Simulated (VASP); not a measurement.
W:

```
CELL_PARAMETERS angstrom
0.00000 2.03000 2.03000
2.03000 0.00000 2.03000
2.03000 2.03000 0.00000
ATOMIC_POSITIONS crystal
W 0.00000 0.00000 0.00000
```

Program: VASP 6.6.1. Alike in all runs: task single point; no spin polarisation; cell as given; k mesh 9 × 9 × 9; cutoff (eV) 520; smearing fermi-dirac 0.15 eV.

Order these runs on this cell by their pressure, lowest first.
A. level r2SCAN; potentials or basis VASP PAW PBE potentials, release 64 (W_sv)
B. level revPBE; potentials or basis VASP PAW PBE potentials, release 64 (W_sv)
C. level PBE; potentials or basis VASP PAW PBE potentials, release 64 (W_sv)
D. level LDA; potentials or basis VASP PAW LDA potentials, release 64 (W_sv)
E. level BLYP; potentials or basis VASP PAW PBE potentials, release 64 (W_sv)

D (-16.6 GPa), A (-8.0 GPa), C (-4.3 GPa), B (-1.8 GPa), E (5.7 GPa).

Caveats: the PAW data sets were made with another functional, which shifts forces and pressure a little (some runs).
